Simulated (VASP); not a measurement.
# AlCo (P6/mmm) in VASP: notebook

The runs below take AlCo through single point, with PBE.

Program: VASP 6.6.1. These are calculated values, not measurements. Logs are shortened: lines on timing, memory, paths and dates and some standing lists are left out, and cuts for length are marked.

**1. The cell of the first run**

Symmetry: P6/mmm, No. 191, hexagonal system. The conventional cell has a = 5.123 Å, b = 5.123 Å, c = 3.819 Å, α = 90.00°, β = 90.00°, γ = 120.00°. Al (site symmetry mmm) has 6 Co at 2.42 to 2.56 Å and 4 Al at 2.56 Å within 3.2 Å. Within 3.6 Å of Co (site symmetry 6/mmm) lie 6 Al at 2.56 Å and 12 Co at 3.52 Å. Within 3.2 Å of Co (site symmetry -6m2) lie 6 Al at 2.42 Å and 3 Co at 2.96 Å.

**2. Single point, PBE**

The input, INCAR:

```
SYSTEM = AlCo
ALGO = Normal
EDIFF = 1E-6
ENCUT = 520
GGA = PE
ISIF = 2
ISMEAR = 0
LASPH = .True.
LCHARG = .False.
LREAL = .False.
LWAVE = .False.
NBANDS = 27
NELM = 80
PREC = Accurate
SIGMA = 0.1
```

The input, KPOINTS:

```
k-points
0
Gamma
  6 6 6
  0 0 0
```

The input, POSCAR:

```
AlCo
1.0
    5.1229643032      0.0000000000      0.0000000000
   -2.5614821516      4.4366172293      0.0000000000
    0.0000000000      0.0000000000      3.8185946416
Al Co
3 3
Direct
    0.5000000000      0.0000000000      0.0000000000
    0.5000000000      0.5000000000      0.0000000000
    0.0000000000      0.5000000000      0.0000000000
    0.0000000000      0.0000000000      0.0000000000
    0.3333333333      0.6666666667      0.5000000000
    0.6666666667      0.3333333333      0.5000000000
```

Potentials or basis: VASP PAW PBE potentials, release 64 (Al, Co).

Started as:

```sh
> cat potpaw_PBE.64/Al/POTCAR potpaw_PBE.64/Co/POTCAR > POTCAR
> mpirun -np 1 vasp_std > vasp.out
```

OUTCAR:

```text
SYSTEM = AlCo
   EDIFF = 1E-6
   ENCUT = 520
   GGA = PE
   ISIF = 2
   ISMEAR = 0
   LASPH = .True.
   LREAL = .False.
   NELM = 80
   PREC = Accurate

 ion  position               nearest neighbor table
   1  0.500  0.000  0.000-   5 2.42   6 2.42   5 2.42   6 2.42   4 2.56   4 2.56   2 2.56   2 2.56
                             3 2.56   3 2.56
   2  0.500  0.500  0.000-   5 2.42   6 2.42   5 2.42   6 2.42   3 2.56   3 2.56   4 2.56   1 2.56
                             1 2.56   4 2.56
   3  0.000  0.500  0.000-   5 2.42   6 2.42   5 2.42   6 2.42   2 2.56   2 2.56   4 2.56   4 2.56
                             1 2.56   1 2.56
   4  0.000  0.000  0.000-   1 2.56   1 2.56   3 2.56   3 2.56   2 2.56   2 2.56
   5  0.333  0.667  0.500-   3 2.42   3 2.42   1 2.42   1 2.42   2 2.42   2 2.42   6 2.96   6 2.96
                             6 2.96
   6  0.667  0.333  0.500-   3 2.42   3 2.42   1 2.42   1 2.42   2 2.42   2 2.42   5 2.96   5 2.96
                             5 2.96

  LATTYP: Found a hexagonal cell.
 ALAT       =     5.1229643032
 C/A-ratio  =     0.7453877122

  Lattice vectors:

 A1 = (   5.1229643032,   0.0000000000,   0.0000000000)
 A2 = (  -2.5614821516,   4.4366172293,   0.0000000000)
 A3 = (   0.0000000000,   0.0000000000,   3.8185946416)

Analysis of symmetry for initial positions (statically):
=====================================================================
 Subroutine PRICEL returns:
 Original cell was already a primitive cell.

 Routine SETGRP: Setting up the symmetry group for a
 hexagonal supercell.

 Subroutine GETGRP returns: Found 24 space group operations
 (whereof 24 operations were pure point group operations)
 out of a pool of 24 trial point group operations.

The static configuration has the point symmetry D_6h.

Analysis of symmetry for dynamics (positions and initial velocities):
=====================================================================
 Subroutine PRICEL returns:
 Original cell was already a primitive cell.

 Routine SETGRP: Setting up the symmetry group for a
 hexagonal supercell.

 Subroutine GETGRP returns: Found 24 space group operations
 (whereof 24 operations were pure point group operations)
 out of a pool of 24 trial point group operations.

The dynamic configuration has the point symmetry D_6h.

 Subroutine INISYM returns: Found 24 space group operations
 (whereof 24 operations are pure point group operations),
 and found     1 'primitive' translations

----------------------------------------------------------------------------------------

                                     Primitive cell

  volume of cell :      86.7914

  direct lattice vectors                    reciprocal lattice vectors
     5.122964303  0.000000000  0.000000000     0.195199486  0.112698476  0.000000000
    -2.561482152  4.436617229  0.000000000     0.000000000  0.225396952  0.000000000
     0.000000000  0.000000000  3.818594642     0.000000000  0.000000000  0.261876448

  length of vectors
     5.122964303  5.122964303  3.818594642     0.225396952  0.225396952  0.261876448

  position of ions in fractional coordinates (direct lattice)
     0.500000000  0.000000000  0.000000000
     0.500000000  0.500000000  0.000000000
     0.000000000  0.500000000  0.000000000
     0.000000000  0.000000000  0.000000000
     0.333333333  0.666666667  0.500000000
     0.666666667  0.333333333  0.500000000

  ion indices of the primitive-cell ions
   primitive index   ion index
                 1           1
                 2           2
                 3           3
                 4           4
                 5           5
                 6           6

----------------------------------------------------------------------------------------

 KPOINTS: k-points

Automatic generation of k-mesh.
 Grid dimensions read from file:
 generate k-points for:    6    6    6

 Generating k-lattice:

  Cartesian coordinates                     Fractional coordinates (reciprocal lattice)
     0.032533248  0.018783079  0.000000000     0.166666667  0.000000000  0.000000000
     0.000000000  0.037566159  0.000000000     0.000000000  0.166666667  0.000000000
     0.000000000  0.000000000  0.043646075     0.000000000  0.000000000  0.166666667

  Length of vectors
     0.037566159  0.037566159  0.043646075

  Shift w.r.t. Gamma in fractional coordinates (k-lattice)
     0.000000000  0.000000000  0.000000000

 Subroutine IBZKPT returns following result:
 ===========================================

 Found     28 irreducible k-points:

 Following reciprocal coordinates:
            Coordinates               Weight
  0.000000  0.000000  0.000000      1.000000
  0.166667  0.000000  0.000000      6.000000
  0.333333  0.000000  0.000000      6.000000
  0.500000  0.000000  0.000000      3.000000
  0.166667  0.166667  0.000000      6.000000
  0.333333  0.166667  0.000000     12.000000
[... 16 lines left out ...]
  0.166667  0.000000  0.500000      6.000000
  0.333333  0.000000  0.500000      6.000000
 [... further k-points ...]
   k-points           NKPTS =     28   k-points in BZ     NKDIM =     28   number of bands    NBANDS=     27
   number of dos      NEDOS =    301   number of ions     NIONS =      6
   total plane-waves  NPLWV =  44800
   dimension x,y,z NGX =    40 NGY =   40 NGZ =   28
   dimension x,y,z NGXF=    80 NGYF=   80 NGZF=   56
   ions per type =               3   3
   NGX,Y,Z   is equivalent  to a cutoff of  12.98, 12.98, 12.19 a.u.
   NGXF,Y,Z  is equivalent  to a cutoff of  25.96, 25.96, 24.38 a.u.
 SYSTEM =  AlCo
   PREC   = accura    normal or accurate (medium, high low for compatibility)
   ISTART =      0    job   : 0-new  1-cont  2-samecut
   ICHARG =      2    charge: 1-file 2-atom 10-const
   ISPIN  =      1    spin polarized calculation?
   LNONCOLLINEAR =      F non collinear calculations
   LSORBIT =      F    spin-orbit coupling
   LASPH  =      T    aspherical Exc in radial PAW
   ENCUT  =  520.0 eV  38.22 Ry    6.18 a.u.   9.53  9.53  7.10*2*pi/ulx,y,z
   NELM   =     80;   NELMIN=  2; NELMDL= -5     # of ELM steps
   EDIFF  = 0.1E-05   stopping-criterion for ELM
   LREAL  =      F    real-space projection
   EDIFFG = 0.1E-04   stopping-criterion for IOM
   NSW    =      0    number of steps for IOM
   IBRION =     -1    ionic relax: 0-MD 1-quasi-New 2-CG
   NFREE  =      0    steps in history (QN), initial steepest desc. (CG)
   ISIF   =      2    stress and relaxation
   ISYM   =      2    0-nonsym 1-usesym 2-fastsym
   POTIM  = 0.5000    time-step for ionic-motion
   TEBEG  =    0.0;   TEEND  =   0.0 temperature during run
   PSTRESS=    0.0 pullay stress
   NELECT =      36.0000    total number of electrons
   NUPDOWN=      -1.0000    fix difference up-down
   EMIN   =  10.00;   EMAX   =-10.00  energy-range for DOS
   EFERMI =   0.00;   METHOD = LEGACY
   ISMEAR =     0;   SIGMA  =   0.10  broadening in eV -4-tet -1-fermi 0-gaus
   EFERMI_NEDOS =   21; number of points for ismear=-14 and -15
   IALGO  =     38    algorithm
   IMIX   =      4    mixing-type and parameters
     AMIX     =   0.40;   BMIX     =  1.00
     AMIX_MAG =   1.60;   BMIX_MAG =  1.00
  volume/ion in A,a.u.               =      14.47        97.62
  Fermi-wavevector in a.u.,A,eV,Ry     =   1.220909  2.307184 20.281108  1.490619
  Thomas-Fermi vector in A             =   2.356110
   LORBIT       =      0    0 simple, 1 ext, 2 COOP (PROOUT), +10 PAW based schemes
   GGA     = PE    functional components
   LHFCALC =     F    Hartree Fock is set to
   AEXX    =    0.0000 exact exchange contribution
   IVDW    =     0    specifies the selected vdW correction
   LEPSILON=     F    determine dielectric tensor
   LRPA    =     F    only Hartree local field effects (RPA)
 non-spin polarized calculation
 Gauss-broadening in eV      SIGMA  =   0.10
  energy-cutoff  :      520.00
  volume of cell :       86.79
 maximum number of plane-waves:      2366
 NGX is ok and might be reduce to    40
   NGX = 19   NGY = 19   NGZ = 15

 number of electron      36.0000012 magnetization

 Free energy of the ion-electron system (eV)
  ---------------------------------------------------
  ext. energy  EPLUGINS =         0.00000000
  ---------------------------------------------------
  free energy    TOTEN  =       -30.94296672 eV

  energy without entropy =      -30.91939239  energy(sigma->0) =      -30.93117955

 E-fermi :   7.4942     XC(G=0): -11.0222

 val. band max:        7.4872097261   @ k =   0.1667   0.0000   0.0000
 cond. band min:       7.4994258370   @ k =   0.1667   0.0000   0.0000
 fundamental gap:      0.0122161109
 Fermi energy:         7.4941789725

 k-point     1 :       0.0000    0.0000    0.0000
  band No.  band energies     occupation
      1      -2.5134      2.00000
      2       2.3253      2.00000
      3       3.9814      2.00000
      4       3.9814      2.00000
      5       4.8429      2.00000
      6       4.8429      2.00000
[... 19 lines left out ...]
     26      15.9275      0.00000
     27      15.9275      0.00000

 k-point     2 :       0.1667    0.0000    0.0000
  band No.  band energies     occupation
      1      -2.3194      2.00000
      2       1.6524      2.00000
      3       3.8212      2.00000
      4       3.9109      2.00000
      5       4.6954      2.00000
      6       5.0397      2.00000
[... 19 lines left out ...]
     26      15.3286      0.00000
     27      15.5750      0.00000

 k-point     3 :       0.3333    0.0000    0.0000
  band No.  band energies     occupation
      1      -1.7654      2.00000
      2       0.4997      2.00000
      3       3.2137      2.00000
      4       3.5968      2.00000
      5       5.1944      2.00000
      6       5.3253      2.00000
[... 594 lines left out ...]
      1      -0.8839      2.00000
      2       2.1522      2.00000
      3       2.8342      2.00000
      4       3.6104      2.00000
      5       4.5208      2.00000
      6       5.0875      2.00000
[... 19 lines left out ...]
     26      11.7013      0.00000
     27      11.9891      0.00000

 k-point    24 :       0.3333    0.0000    0.5000
  band No.  band energies     occupation
      1      -0.3465      2.00000
      2       1.6984      2.00000
      3       2.6197      2.00000
      4       3.4229      2.00000
      5       4.1087      2.00000
      6       4.7795      2.00000
[... 19 lines left out ...]
     26      13.6251      0.00000
     27      13.8028      0.00000

 [... further k-points ...]

------------------------ aborting loop because EDIFF is reached ----------------------------------------

  FORCE on cell =-STRESS in cart. coord.  units (eV):
  Direction    XX          YY          ZZ          XY          YZ          ZX
  --------------------------------------------------------------------------------------
  -------------------------------------------------------------------------------------
  Total        0.1005728      0.1005728     -0.0804164      0.0000000     -0.0000000      0.0000000
  in kB        1.8565819      1.8565819     -1.4844937      0.0000000     -0.0000000      0.0000000
  external PRESSURE =       0.7428900 kB  Pullay stress =       0.0000000 kB

 VOLUME and BASIS-vectors are now :
 -----------------------------------------------------------------------------
  energy-cutoff  :      520.00
  volume of cell :       86.79
      direct lattice vectors                 reciprocal lattice vectors
     5.122964303  0.000000000  0.000000000     0.195199486  0.112698476  0.000000000
    -2.561482152  4.436617229  0.000000000     0.000000000  0.225396952  0.000000000
     0.000000000  0.000000000  3.818594642     0.000000000  0.000000000  0.261876448

 POSITION                                       TOTAL-FORCE (eV/Angst)
 -----------------------------------------------------------------------------------
      2.56148      0.00000      0.00000        -0.000000      0.000000      0.000000
      1.28074      2.21831      0.00000        -0.000000      0.000000      0.000000
     -1.28074      2.21831      0.00000        -0.000000      0.000000      0.000000
      0.00000      0.00000      0.00000        -0.000000      0.000000      0.000000
     -0.00000      2.95774      1.90930        -0.000000      0.000000     -0.000000
      2.56148      1.47887      1.90930         0.000000     -0.000000      0.000000
 -----------------------------------------------------------------------------------
    total drift:                               -0.000000      0.000000      0.000000

  FREE ENERGIE OF THE ION-ELECTRON SYSTEM (eV)
  ---------------------------------------------------
  free  energy   TOTEN  =       -30.9429667176 eV

  energy  without entropy=      -30.9193923864  energy(sigma->0) =      -30.93117955
```

Wall time 1.9 min (1 thread of AMD EPYC 7R13, shared host); peak memory 0.19 GiB.

Results:

```yaml
Free_energy: -30.9430 eV
Pressure: 0.1 GPa
Band_gap_on_the_k_mesh: zero (bands 18 and 19 overlap by 0.43 eV)
```

Stress tensor (GPa, compression positive):
```
 0.19  0.00  0.00
 0.00  0.19  0.00
 0.00  0.00 -0.15
```

Levels at points of the mesh, in eV from the Fermi level:
```csv
k point,band 15,band 16,band 17,band 18,band 19,band 20,band 21,band 22
"(0.00, 0.00, 0.00)",-0.52,-0.52,-0.39,0.32,0.32,0.72,0.84,0.88
"(0.50, 0.00, 0.00)",-0.72,-0.56,-0.33,-0.29,0.64,1.84,2.72,3.38
"(0.00, 0.00, 0.50)",-0.87,-0.50,-0.31,-0.31,0.79,0.79,1.75,1.85
"(0.50, 0.00, 0.50)",-0.79,-0.57,-0.55,-0.42,0.08,0.22,0.78,1.29
```

Caveat: the run has no spin polarisation, though such a crystal can be magnetic. Spin polarisation is off, so any magnetic state and its effect on volume and gap are missing.

**3. Single point, PBE**

The input, INCAR:

```
  ALGO = Fast
  EDIFF = 1E-7
  ENCUT = 520
  GGA = PE
  ISIF = 2
  ISMEAR = 0
  LASPH = T
  LCHARG = F
  LREAL = F
  LWAVE = F
  NBANDS = 27
  NELM = 80
  PREC = Accurate
  SIGMA = 0.1
```

The input, KPOINTS:

```
k-points
0
Gamma
  12 12 10
```

Changes to POSCAR since step 2:

```diff
@@ -2,5 +2,5 @@
 1.0
-    5.1229643032      0.0000000000      0.0000000000
-   -2.5614821516      4.4366172293      0.0000000000
-    0.0000000000      0.0000000000      3.8185946416
+    5.1259579899      0.0000000000      0.0000000000
+   -2.5629789949      4.4392098379      0.0000000000
+    0.0000000000      0.0000000000      3.8151564778
 Al Co
```

Potentials or basis: VASP PAW PBE potentials, release 64 (Al, Co).

Started as:

```sh
> cat potpaw_PBE.64/Al/POTCAR potpaw_PBE.64/Co/POTCAR > POTCAR
> mpirun -np 1 vasp_std > vasp.out
```

Run time: 10 min. Hardware: 1 thread of AMD EPYC 7R13, shared host; peak memory 0.33 GiB.

The run converged. Its results:

```
Free energy            : -30.9339 eV
Pressure               : 0.1 GPa
Band gap on the k mesh : zero (bands 18 and 19 overlap by 0.48 eV)
```

Stress tensor (GPa, compression positive):
```
 0.16  0.00  0.00
 0.00  0.16  0.00
 0.00  0.00 -0.07
```

Levels at points of the mesh, in eV from the Fermi level:
| k point | band 14 | band 15 | band 16 | band 17 | band 18 | band 19 | band 20 | band 21 | band 22 | band 23 |
| --- | --- | --- | --- | --- | --- | --- | --- | --- | --- | --- |
| (0.00, 0.00, 0.00) | -0.96 | -0.51 | -0.51 | -0.37 | 0.33 | 0.33 | 0.72 | 0.84 | 0.88 | 0.88 |
| (0.50, 0.00, 0.00) | -0.86 | -0.71 | -0.55 | -0.33 | -0.28 | 0.64 | 1.85 | 2.73 | 3.38 | 4.23 |
| (0.00, 0.00, 0.50) | -0.86 | -0.86 | -0.49 | -0.30 | -0.30 | 0.80 | 0.80 | 1.76 | 1.86 | 1.86 |
| (0.50, 0.00, 0.50) | -0.97 | -0.78 | -0.56 | -0.55 | -0.41 | 0.09 | 0.23 | 0.79 | 1.30 | 2.77 |

Caveat: the run has no spin polarisation, though such a crystal can be magnetic. Spin polarisation is off, so any magnetic state and its effect on volume and gap are missing.
